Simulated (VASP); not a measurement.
# Zn3CdTe4 (P-4m2) in VASP: relaxation of shape and atoms at fixed volume with PBE

Aim: the relaxation of shape and atoms at fixed volume of Zn3CdTe4 with PBE.

Program: VASP 6.6.1. These are calculated values, not measurements. Logs are shortened: lines on timing, memory, paths and dates and some standing lists are left out, and cuts for length are marked.

## Step 1: The cell of the first run

The structure is tetragonal, space group P-4m2 (No. 115). Conventional cell: a = 4.250 Å, b = 4.250 Å, c = 12.121 Å, α = 90.00°, β = 90.00°, γ = 90.00°. Zn (site symmetry 2mm) has 4 Te at 2.57 to 2.58 Å within 3.4 Å. Within 3.4 Å of Zn (site symmetry -4m2) lie 4 Te at 2.58 Å. Within 3.6 Å of Cd (site symmetry -4m2) lie 4 Te at 2.72 Å. Te (site symmetry 2mm) has 4 Zn at 2.58 Å within 3.4 Å. Within 3.4 Å of Te (site symmetry 2mm) lie 2 Zn at 2.57 Å and 2 Cd at 2.72 Å.

## Step 2: Relaxation of shape and atoms at fixed volume, PBE (27.37 Å³/atom)

The input, INCAR:

```
ALGO     = Normal         # electronic algorithm
EDIFF    = 1E-7           # SCF threshold, eV
EDIFFG   = -0.01          # ionic threshold
ENCUT    = 600            # plane-wave cutoff, eV
GGA      = PE             # functional
IBRION   = 2              # ionic algorithm
ISIF     = 4              # what is computed and relaxed
ISMEAR   = 0              # smearing method
LASPH    = True           # aspherical terms in the spheres
LCHARG   = False          # write CHGCAR
LREAL    = False          # projectors in reciprocal space
LWAVE    = False          # write WAVECAR
NELM     = 80             # most SCF steps
NSW      = 50             # ionic steps
PREC     = Accurate       # precision mode
SIGMA    = 0.02           # smearing width, eV
```

The input, KPOINTS:

```
k-points
0
Gamma
  6 6 2
```

The input, POSCAR:

```
Zn3CdTe4
1.0
    4.2498518895      0.0000000000      0.0000000000
    0.0000000000      4.2498518895      0.0000000000
    0.0000000000      0.0000000000     12.1214314343
Zn Cd Te
3 1 4
Direct
    0.0000000000      0.0000000000      0.7598188343
    0.5000000000      0.5000000000      0.0000000000
    0.0000000000      0.0000000000      0.2401811657
    0.5000000000      0.5000000000      0.5000000000
    0.5000000000      0.0000000000      0.8799530861
    0.0000000000      0.5000000000      0.1200469139
    0.5000000000      0.0000000000      0.3594026286
    0.0000000000      0.5000000000      0.6405973714
```

Potentials or basis: VASP PAW PBE potentials, release 64 (Zn, Cd, Te).

Started as:

```sh
cat potpaw_PBE.64/Zn/POTCAR potpaw_PBE.64/Cd/POTCAR potpaw_PBE.64/Te/POTCAR > POTCAR
mpirun -np 1 vasp_std > vasp.out
```

OUTCAR:

```text
EDIFF = 1E-7
   EDIFFG = -0.01
   ENCUT = 600
   GGA = PE
   IBRION = 2
   ISIF = 4
   ISMEAR = 0
   LASPH = True
   LREAL = False
   NELM = 80
   NSW = 50
   PREC = Accurate

 ion  position               nearest neighbor table
   1  0.000  0.000  0.760-   8 2.57   8 2.57   5 2.58   5 2.58
   2  0.500  0.500  0.000-   5 2.58   6 2.58   5 2.58   6 2.58
   3  0.000  0.000  0.240-   7 2.57   7 2.57   6 2.58   6 2.58
   4  0.500  0.500  0.500-   7 2.72   8 2.72   7 2.72   8 2.72
   5  0.500  0.000  0.880-   2 2.58   2 2.58   1 2.58   1 2.58
   6  0.000  0.500  0.120-   2 2.58   2 2.58   3 2.58   3 2.58
   7  0.500  0.000  0.359-   3 2.57   3 2.57   4 2.72   4 2.72
   8  0.000  0.500  0.641-   1 2.57   1 2.57   4 2.72   4 2.72

  LATTYP: Found a simple tetragonal cell.
 ALAT       =     4.2498518895
 C/A-ratio  =     2.8522009118

  Lattice vectors:

 A1 = (   4.2498518895,   0.0000000000,   0.0000000000)
 A2 = (   0.0000000000,   4.2498518895,   0.0000000000)
 A3 = (   0.0000000000,   0.0000000000,  12.1214314343)

Analysis of symmetry for initial positions (statically):
=====================================================================
 Subroutine PRICEL returns:
 Original cell was already a primitive cell.

 Routine SETGRP: Setting up the symmetry group for a
 simple tetragonal supercell.

 Subroutine GETGRP returns: Found  8 space group operations
 (whereof  8 operations were pure point group operations)
 out of a pool of 16 trial point group operations.

The static configuration has the point symmetry D_2d.

Analysis of symmetry for dynamics (positions and initial velocities):
=====================================================================
 Subroutine PRICEL returns:
 Original cell was already a primitive cell.

 Routine SETGRP: Setting up the symmetry group for a
 simple tetragonal supercell.

 Subroutine GETGRP returns: Found  8 space group operations
 (whereof  8 operations were pure point group operations)
 out of a pool of 16 trial point group operations.

The dynamic configuration has the point symmetry D_2d.

 Subroutine INISYM returns: Found  8 space group operations
 (whereof  8 operations are pure point group operations),
 and found     1 'primitive' translations

----------------------------------------------------------------------------------------

                                     Primitive cell

  volume of cell :     218.9281

  direct lattice vectors                    reciprocal lattice vectors
     4.249851890  0.000000000  0.000000000     0.235302318  0.000000000  0.000000000
     0.000000000  4.249851890  0.000000000     0.000000000  0.235302318  0.000000000
     0.000000000  0.000000000 12.121431434     0.000000000  0.000000000  0.082498507

  length of vectors
     4.249851890  4.249851890 12.121431434     0.235302318  0.235302318  0.082498507

  position of ions in fractional coordinates (direct lattice)
     0.000000000  0.000000000  0.759818834
     0.500000000  0.500000000  0.000000000
     0.000000000  0.000000000  0.240181166
     0.500000000  0.500000000  0.500000000
     0.500000000  0.000000000  0.879953086
     0.000000000  0.500000000  0.120046914
     0.500000000  0.000000000  0.359402629
     0.000000000  0.500000000  0.640597371

  ion indices of the primitive-cell ions
   primitive index   ion index
                 1           1
                 2           2
                 3           3
                 4           4
                 5           5
                 6           6
                 7           7
                 8           8

----------------------------------------------------------------------------------------

 KPOINTS: k-points

Automatic generation of k-mesh.
 Grid dimensions read from file:
 generate k-points for:    6    6    2

 Generating k-lattice:

  Cartesian coordinates                     Fractional coordinates (reciprocal lattice)
     0.039217053  0.000000000  0.000000000     0.166666667  0.000000000  0.000000000
     0.000000000  0.039217053  0.000000000     0.000000000  0.166666667  0.000000000
     0.000000000  0.000000000  0.041249254     0.000000000  0.000000000  0.500000000

  Length of vectors
     0.039217053  0.039217053  0.041249254

  Shift w.r.t. Gamma in fractional coordinates (k-lattice)
     0.000000000  0.000000000  0.000000000

 Subroutine IBZKPT returns following result:
 ===========================================

 Found     20 irreducible k-points:

 Following reciprocal coordinates:
            Coordinates               Weight
  0.000000  0.000000  0.000000      1.000000
  0.166667  0.000000  0.000000      4.000000
  0.333333  0.000000  0.000000      4.000000
  0.500000  0.000000  0.000000      2.000000
  0.166667  0.166667  0.000000      4.000000
  0.333333  0.166667  0.000000      8.000000
[... 12 lines left out ...]
  0.500000  0.333333  0.500000      4.000000
  0.500000  0.500000  0.500000      1.000000
   k-points           NKPTS =     20   k-points in BZ     NKDIM =     20   number of bands    NBANDS=     43
   number of dos      NEDOS =    301   number of ions     NIONS =      8
   total plane-waves  NPLWV = 127008
   dimension x,y,z NGX =    36 NGY =   36 NGZ =   98
   dimension x,y,z NGXF=    72 NGYF=   72 NGZF=  196
   ions per type =               3   1   4
   NGX,Y,Z   is equivalent  to a cutoff of  14.08, 14.08, 13.44 a.u.
   NGXF,Y,Z  is equivalent  to a cutoff of  28.16, 28.16, 26.88 a.u.
 SYSTEM =  unknown system
   PREC   = accura    normal or accurate (medium, high low for compatibility)
   ISTART =      0    job   : 0-new  1-cont  2-samecut
   ICHARG =      2    charge: 1-file 2-atom 10-const
   ISPIN  =      1    spin polarized calculation?
   LNONCOLLINEAR =      F non collinear calculations
   LSORBIT =      F    spin-orbit coupling
   LASPH  =      T    aspherical Exc in radial PAW
   ENCUT  =  600.0 eV  44.10 Ry    6.64 a.u.   8.49  8.49 24.21*2*pi/ulx,y,z
   NELM   =     80;   NELMIN=  2; NELMDL= -5     # of ELM steps
   EDIFF  = 0.1E-06   stopping-criterion for ELM
   LREAL  =      F    real-space projection
   EDIFFG = -.1E-01   stopping-criterion for IOM
   NSW    =     50    number of steps for IOM
   IBRION =      2    ionic relax: 0-MD 1-quasi-New 2-CG
   NFREE  =      1    steps in history (QN), initial steepest desc. (CG)
   ISIF   =      4    stress and relaxation
   ISYM   =      2    0-nonsym 1-usesym 2-fastsym
   POTIM  = 0.5000    time-step for ionic-motion
   TEBEG  =    0.0;   TEEND  =   0.0 temperature during run
   PSTRESS=    0.0 pullay stress
   NELECT =      72.0000    total number of electrons
   NUPDOWN=      -1.0000    fix difference up-down
   EMIN   =  10.00;   EMAX   =-10.00  energy-range for DOS
   EFERMI =   0.00;   METHOD = LEGACY
   ISMEAR =     0;   SIGMA  =   0.02  broadening in eV -4-tet -1-fermi 0-gaus
   EFERMI_NEDOS =   21; number of points for ismear=-14 and -15
   IALGO  =     38    algorithm
   IMIX   =      4    mixing-type and parameters
     AMIX     =   0.40;   BMIX     =  1.00
     AMIX_MAG =   1.60;   BMIX_MAG =  1.00
  volume/ion in A,a.u.               =      27.37       184.67
  Fermi-wavevector in a.u.,A,eV,Ry     =   1.130017  2.135423 17.373817  1.276940
  Thomas-Fermi vector in A             =   2.266713
   LORBIT       =      0    0 simple, 1 ext, 2 COOP (PROOUT), +10 PAW based schemes
   GGA     = PE    functional components
   LHFCALC =     F    Hartree Fock is set to
   AEXX    =    0.0000 exact exchange contribution
   IVDW    =     0    specifies the selected vdW correction
   LEPSILON=     F    determine dielectric tensor
   LRPA    =     F    only Hartree local field effects (RPA)
 conjugate gradient relaxation of ions
 non-spin polarized calculation
 Gauss-broadening in eV      SIGMA  =   0.02
  energy-cutoff  :      600.00
  volume of cell :      218.93
 maximum number of plane-waves:      7356
 NGX is ok and might be reduce to    36
   NGX = 17   NGY = 17   NGZ = 49

--------------------------------------- Ionic step        1  -------------------------------------------

 number of electron      72.0000053 magnetization

 Free energy of the ion-electron system (eV)
  ---------------------------------------------------
  ext. energy  EPLUGINS =         0.00000000
  ---------------------------------------------------
  free energy    TOTEN  =       -19.69853737 eV

  energy without entropy =      -19.69853737  energy(sigma->0) =      -19.69853737

------------------------ aborting loop because EDIFF is reached ----------------------------------------

  FORCE on cell =-STRESS in cart. coord.  units (eV):
  Direction    XX          YY          ZZ          XY          YZ          ZX
  --------------------------------------------------------------------------------------
  -------------------------------------------------------------------------------------
  Total        9.7816722      9.7816722      9.8383345      0.0000000      0.0000000      0.0000000
  in kB       71.5850260     71.5850260     71.9996969      0.0000000      0.0000000      0.0000000
  external PRESSURE =      71.7232496 kB  Pullay stress =       0.0000000 kB
[... 111 lines left out ...]
  energy  without entropy=      -19.6986304643  energy(sigma->0) =      -19.69863046

--------------------------------------- Ionic step        4  -------------------------------------------

 number of electron      72.0000055 magnetization

 Free energy of the ion-electron system (eV)
  ---------------------------------------------------
  ext. energy  EPLUGINS =         0.00000000
  ---------------------------------------------------
  free energy    TOTEN  =       -19.69864724 eV

  energy without entropy =      -19.69864724  energy(sigma->0) =      -19.69864724

 E-fermi :   3.9592     XC(G=0):  -9.2324

 val. band max:        3.8606973062   @ k =   0.0000   0.0000   0.0000
 cond. band min:       5.2719056095   @ k =   0.0000   0.0000   0.0000
 fundamental gap:      1.4112083033
 Fermi energy:         3.9591925659

 k-point     1 :       0.0000    0.0000    0.0000
  band No.  band energies     occupation
      1      -8.3860      2.00000
      2      -7.9151      2.00000
      3      -7.6906      2.00000
      4      -7.1393      2.00000
      5      -4.7668      2.00000
      6      -4.7668      2.00000
[... 944 lines left out ...]
  FREE ENERGIE OF THE ION-ELECTRON SYSTEM (eV)
  ---------------------------------------------------
  free  energy   TOTEN  =       -19.6986472356 eV

  energy  without entropy=      -19.6986472356  energy(sigma->0) =      -19.69864724

 reached required accuracy - stopping structural energy minimisation
```

It took 17 min on 1 thread of Intel Xeon 8259CL, shared host; peak memory 0.51 GiB.

What came out:

- Free energy: -19.6986 eV
- Energy gained by relaxing: 0.0 meV/atom
- Ionic steps: 4
- Pressure after relaxing: 7.2 GPa
- Largest force after relaxing: 0.007 eV/Å
- Band gap on the k mesh: 1.41 eV

Forces in eV/Å, atoms in the order of the input:
```
Zn   0.000  0.000  0.007
Zn   0.000  0.000  0.000
Zn   0.000  0.000 -0.007
Cd   0.000  0.000  0.000
Te   0.000  0.000  0.004
Te   0.000  0.000 -0.004
Te   0.000  0.000  0.002
Te   0.000  0.000 -0.002
```

Step by step:
```csv
step,energy change (eV),largest force (eV/Å),pressure (GPa),volume (Å³)
1,0.0000,0.0277,7.17,218.93
2,-0.0001,0.0135,7.18,218.93
3,-0.0001,0.0112,7.17,218.93
4,-0.0001,0.0066,7.17,218.93
```

Final structure:
```cif
data_structure
_symmetry_space_group_name_H-M 'P 1'
_symmetry_Int_Tables_number 1
_cell_length_a 4.2484
_cell_length_b 4.2484
_cell_length_c 12.1296
_cell_angle_alpha 90.000
_cell_angle_beta 90.000
_cell_angle_gamma 90.000
_cell_volume 218.93
loop_
_atom_site_label
_atom_site_type_symbol
_atom_site_fract_x
_atom_site_fract_y
_atom_site_fract_z
_atom_site_occupancy
Zn1 Zn 0.00000 0.00000 0.75988 1
Zn2 Zn 0.50000 0.50000 0.00000 1
Zn3 Zn 0.00000 0.00000 0.24012 1
Cd1 Cd 0.50000 0.50000 0.50000 1
Te1 Te 0.50000 0.00000 0.87996 1
Te2 Te 0.00000 0.50000 0.12003 1
Te3 Te 0.50000 0.00000 0.35915 1
Te4 Te 0.00000 0.50000 0.64085 1
```

Caveat: spin-orbit coupling is left out, which moves the levels of the heavy elements. A k mesh can miss the band edges.
